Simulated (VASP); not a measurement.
# LiNbO3 (R3c) in VASP: a series of runs, part 2 of 2

VASP 6.6.1. Earlier steps stand in the parts before.

## (3) Single point, PBE

INCAR reads:

```
SYSTEM = LiNbO3
PREC = Accurate
ENCUT = 520
EDIFF = 1E-7
ISMEAR = 0
SIGMA = 0.05
LREAL = .FALSE.
LASPH = .TRUE.
NELM = 80
ALGO = Normal
ISIF = 2
LWAVE = .FALSE.
LCHARG = .TRUE.
GGA = PE
LELF = .TRUE.
LVHAR = .TRUE.
NBANDS = 45
```

KPOINTS reads:

```
regular mesh
0
G
  6 6 6
  0 0 0
```

POSCAR reads:

```
LiNbO3
1.0
    2.6115578418      1.5077836230      4.5982666595
   -2.6115578418      1.5077836230      4.5982666595
    0.0000000000     -3.0155672459      4.5982666595
Li Nb O
2 2 6
Direct
    0.2590401664      0.2590394006      0.2590397835
    0.7590402713      0.7590410371      0.7590406542
    0.0064395624      0.0064395624      0.0064398940
    0.5064392388      0.5064392388      0.5064392388
    0.1234141429      0.3660417386      0.7421331975
    0.7421332049      0.1234139968      0.3660418773
    0.3660419225      0.7421331522      0.1234140043
    0.8660373637      0.6234097681      0.2421375260
    0.2421374470      0.8660374709      0.6234097399
    0.6234096557      0.2421376103      0.8660373918
```

Potentials or basis: VASP PAW PBE potentials, release 64 (Li_sv, Nb_sv, O).

Run with:

```
> cat potpaw_PBE.64/Li_sv/POTCAR potpaw_PBE.64/Nb_sv/POTCAR potpaw_PBE.64/O/POTCAR > POTCAR
> mpirun -np 1 vasp_std > vasp.out
```

OUTCAR:

```text
SYSTEM = LiNbO3
   PREC = Accurate
   ENCUT = 520
   EDIFF = 1E-7
   ISMEAR = 0
   LREAL = .FALSE.
   LASPH = .TRUE.
   NELM = 80
   ISIF = 2
   GGA = PE

 ion  position               nearest neighbor table
   1  0.259  0.259  0.259-  10 1.99   9 1.99   8 1.99
   2  0.759  0.759  0.759-   7 1.99   6 1.99   5 1.99
   3  0.006  0.006  0.006-   6 1.91   7 1.91   5 1.91   8 2.10   9 2.10  10 2.10
   4  0.506  0.506  0.506-  10 1.91   8 1.91   9 1.91   5 2.10   7 2.10   6 2.10
   5  0.123  0.366  0.742-   3 1.91   2 1.99   4 2.10
   6  0.742  0.123  0.366-   3 1.91   2 1.99   4 2.10
   7  0.366  0.742  0.123-   3 1.91   2 1.99   4 2.10
   8  0.866  0.623  0.242-   4 1.91   1 1.99   3 2.10
   9  0.242  0.866  0.623-   4 1.91   1 1.99   3 2.10
  10  0.623  0.242  0.866-   4 1.91   1 1.99   3 2.10

  LATTYP: Found a trigonal (rhomboedric) cell.
 ALAT       =     5.4988818942
 COS(alpha) =     0.5488920195

  Lattice vectors:

 A1 = (   2.6115578418,   1.5077836230,   4.5982666595)
 A2 = (  -2.6115578418,   1.5077836230,   4.5982666595)
 A3 = (   0.0000000000,  -3.0155672459,   4.5982666595)

Analysis of symmetry for initial positions (statically):
=====================================================================
 Subroutine PRICEL returns:
 Original cell was already a primitive cell.

 Routine SETGRP: Setting up the symmetry group for a
 trigonal (rhombohedral) supercell.

 Subroutine GETGRP returns: Found  6 space group operations
 (whereof  3 operations were pure point group operations)
 out of a pool of 12 trial point group operations.

The static configuration has the point symmetry C_3 .
 The point group associated with its full space group is C_3v.

Analysis of symmetry for dynamics (positions and initial velocities):
=====================================================================
 Subroutine PRICEL returns:
 Original cell was already a primitive cell.

 Routine SETGRP: Setting up the symmetry group for a
 trigonal (rhombohedral) supercell.

 Subroutine GETGRP returns: Found  6 space group operations
 (whereof  3 operations were pure point group operations)
 out of a pool of 12 trial point group operations.

The dynamic configuration has the point symmetry C_3 .
 The point group associated with its full space group is C_3v.

 Subroutine INISYM returns: Found  6 space group operations
 (whereof  3 operations are pure point group operations),
 and found     1 'primitive' translations

----------------------------------------------------------------------------------------

                                     Primitive cell

  volume of cell :     108.6386

  direct lattice vectors                    reciprocal lattice vectors
     2.611557842  1.507783623  4.598266660     0.191456606  0.110537523  0.072491084
    -2.611557842  1.507783623  4.598266660    -0.191456606  0.110537523  0.072491084
     0.000000000 -3.015567246  4.598266660     0.000000000 -0.221075046  0.072491084

  length of vectors
     5.498881894  5.498881894  5.498881894     0.232656685  0.232656685  0.232656685

  position of ions in fractional coordinates (direct lattice)
     0.259040166  0.259039401  0.259039784
     0.759040271  0.759041037  0.759040654
     0.006439562  0.006439562  0.006439894
     0.506439239  0.506439239  0.506439239
[... 50 lines left out ...]
  0.333333 -0.000000 -0.000000      6.000000
  0.500000 -0.000000 -0.000000      3.000000
  0.166667  0.166667  0.000000      6.000000
  0.333333  0.166667 -0.000000     12.000000
[... 16 lines left out ...]
  0.500000  0.500000  0.166667      6.000000
 -0.333333  0.500000  0.166667     12.000000
 [... further k-points ...]
   k-points           NKPTS =     32   k-points in BZ     NKDIM =     32   number of bands    NBANDS=     45
   number of dos      NEDOS =    301   number of ions     NIONS =     10
   total plane-waves  NPLWV =  74088
   dimension x,y,z NGX =    42 NGY =   42 NGZ =   42
   dimension x,y,z NGXF=    84 NGYF=   84 NGZF=   84
   ions per type =               2   2   6
   NGX,Y,Z   is equivalent  to a cutoff of  12.70, 12.70, 12.70 a.u.
   NGXF,Y,Z  is equivalent  to a cutoff of  25.40, 25.40, 25.40 a.u.
 SYSTEM =  LiNbO3
   PREC   = accura    normal or accurate (medium, high low for compatibility)
   ISTART =      0    job   : 0-new  1-cont  2-samecut
   ICHARG =      2    charge: 1-file 2-atom 10-const
   ISPIN  =      1    spin polarized calculation?
   LNONCOLLINEAR =      F non collinear calculations
   LSORBIT =      F    spin-orbit coupling
   LASPH  =      T    aspherical Exc in radial PAW
   ENCUT  =  520.0 eV  38.22 Ry    6.18 a.u.  10.22 10.22 10.22*2*pi/ulx,y,z
   NELM   =     80;   NELMIN=  2; NELMDL= -5     # of ELM steps
   EDIFF  = 0.1E-06   stopping-criterion for ELM
   LREAL  =      F    real-space projection
   EDIFFG = 0.1E-05   stopping-criterion for IOM
   NSW    =      0    number of steps for IOM
   IBRION =     -1    ionic relax: 0-MD 1-quasi-New 2-CG
   NFREE  =      0    steps in history (QN), initial steepest desc. (CG)
   ISIF   =      2    stress and relaxation
   ISYM   =      2    0-nonsym 1-usesym 2-fastsym
   POTIM  = 0.5000    time-step for ionic-motion
   TEBEG  =    0.0;   TEEND  =   0.0 temperature during run
   PSTRESS=    0.0 pullay stress
   NELECT =      68.0000    total number of electrons
   NUPDOWN=      -1.0000    fix difference up-down
   EMIN   =  10.00;   EMAX   =-10.00  energy-range for DOS
   EFERMI =   0.00;   METHOD = LEGACY
   ISMEAR =     0;   SIGMA  =   0.05  broadening in eV -4-tet -1-fermi 0-gaus
   EFERMI_NEDOS =   21; number of points for ismear=-14 and -15
   IALGO  =     38    algorithm
   IMIX   =      4    mixing-type and parameters
     AMIX     =   0.40;   BMIX     =  1.00
     AMIX_MAG =   1.60;   BMIX_MAG =  1.00
  volume/ion in A,a.u.               =      10.86        73.31
  Fermi-wavevector in a.u.,A,eV,Ry     =   1.400393  2.646358 26.682374  1.961099
  Thomas-Fermi vector in A             =   2.523357
   LORBIT       =      0    0 simple, 1 ext, 2 COOP (PROOUT), +10 PAW based schemes
   GGA     = PE    functional components
   LHFCALC =     F    Hartree Fock is set to
   AEXX    =    0.0000 exact exchange contribution
   IVDW    =     0    specifies the selected vdW correction
   LEPSILON=     F    determine dielectric tensor
   LRPA    =     F    only Hartree local field effects (RPA)
 non-spin polarized calculation
 Gauss-broadening in eV      SIGMA  =   0.05
  energy-cutoff  :      520.00
  volume of cell :      108.64
 maximum number of plane-waves:      2952
 NGX is ok and might be reduce to    42
   NGX = 21   NGY = 21   NGZ = 21

 number of electron      67.9999994 magnetization

 Free energy of the ion-electron system (eV)
  ---------------------------------------------------
  ext. energy  EPLUGINS =         0.00000000
  ---------------------------------------------------
  free energy    TOTEN  =       -79.85256748 eV

  energy without entropy =      -79.85256748  energy(sigma->0) =      -79.85256748

 E-fermi :   3.6995     XC(G=0): -10.6842

 val. band max:        3.4504936650   @ k =  -0.1667   0.1667   0.0000
 cond. band min:       6.5174451905   @ k =   0.0000   0.0000   0.0000
 fundamental gap:      3.0669515255
 Fermi energy:         3.6994743053

 k-point     1 :       0.0000    0.0000    0.0000
  band No.  band energies     occupation
      1     -50.8810      2.00000
      2     -50.8667      2.00000
      3     -39.3757      2.00000
      4     -39.3739      2.00000
      5     -27.1290      2.00000
      6     -27.1290      2.00000
[... 1141 lines left out ...]
     44      13.0955      0.00000
     45      13.5839      0.00000

 [... further k-points ...]
[... 5 lines left out ...]
  --------------------------------------------------------------------------------------
  -------------------------------------------------------------------------------------
  Total        0.3496725      0.3496725      1.0012636      0.0000000      0.0000000     -0.0000000
  in kB        5.1568920      5.1568920     14.7664106      0.0000000      0.0000000     -0.0000000
  external PRESSURE =       8.3600649 kB  Pullay stress =       0.0000000 kB

 VOLUME and BASIS-vectors are now :
 -----------------------------------------------------------------------------
  energy-cutoff  :      520.00
  volume of cell :      108.64
      direct lattice vectors                 reciprocal lattice vectors
     2.611557842  1.507783623  4.598266660     0.191456606  0.110537523  0.072491084
    -2.611557842  1.507783623  4.598266660    -0.191456606  0.110537523  0.072491084
     0.000000000 -3.015567246  4.598266660     0.000000000 -0.221075046  0.072491084

 POSITION                                       TOTAL-FORCE (eV/Angst)
 -----------------------------------------------------------------------------------
      0.00000      0.00000      3.57340         0.000000      0.000000      0.197778
     -0.00000      0.00000     10.47081         0.000000      0.000000      0.197778
      0.00000     -0.00000      0.08883         0.000000      0.000000      0.124490
      0.00000      0.00000      6.98623         0.000000      0.000000      0.124490
     -0.63364     -1.49996      5.66318        -0.009061      0.002419     -0.107423
      1.61582      0.20123      5.66318         0.002435     -0.009057     -0.107423
     -0.98218      1.29872      5.66318         0.006626      0.006638     -0.107423
      0.63364      1.51558      7.96229         0.009061      0.002419     -0.107423
     -1.62935     -0.20905      7.96229        -0.006626      0.006638     -0.107423
      0.99571     -1.30654      7.96229        -0.002435     -0.009057     -0.107423
 -----------------------------------------------------------------------------------
    total drift:                               -0.006212     -0.000013     -0.000840

  FREE ENERGIE OF THE ION-ELECTRON SYSTEM (eV)
  ---------------------------------------------------
  free  energy   TOTEN  =       -79.8525674833 eV

  energy  without entropy=      -79.8525674833  energy(sigma->0) =      -79.85256748
```

Run time: 3.4 min. Hardware: 1 thread of Intel Xeon Platinum 8375C at 2.90GHz (Ice Lake), shared host; peak memory 0.31 GiB.

Results:

```yaml
Free_energy: -79.8526 eV
Largest_force: 0.198 eV/Å
Band_gap_on_the_k_mesh: 3.07 eV, indirect (least direct gap 3.12 eV)
```

Forces on the atoms (eV/Å):
```
Li   0.000  0.000  0.198
Li   0.000  0.000  0.198
Nb   0.000  0.000  0.124
Nb   0.000  0.000  0.124
O   -0.009  0.002 -0.107
O    0.002 -0.009 -0.107
O    0.007  0.007 -0.107
O    0.009  0.002 -0.107
O   -0.007  0.007 -0.107
O   -0.002 -0.009 -0.107
```

Levels at points of the mesh, in eV from the valence-band top:
| k point | band 31 | band 32 | band 33 | band 34 | band 35 | band 36 | band 37 | band 38 |
| --- | --- | --- | --- | --- | --- | --- | --- | --- |
| (0.00, 0.00, 0.00) | -0.42 | -0.26 | -0.05 | -0.05 | 3.07 | 3.07 | 3.35 | 4.90 |
| (0.50, 0.00, 0.00) | -0.30 | -0.30 | -0.16 | -0.16 | 3.99 | 3.99 | 4.48 | 4.48 |
| (0.50, 0.50, 0.00) | -0.82 | -0.55 | -0.51 | -0.24 | 3.10 | 3.88 | 4.24 | 4.49 |
| (0.50, 0.50, 0.50) | -0.28 | -0.28 | -0.28 | -0.28 | 4.34 | 4.34 | 4.62 | 4.62 |

Caveat: the cutoff is under 1.25 times the usual one of these potentials, so pressure, stress and relaxed cells hold a basis-set (Pulay) error. A k mesh can miss the band edges.
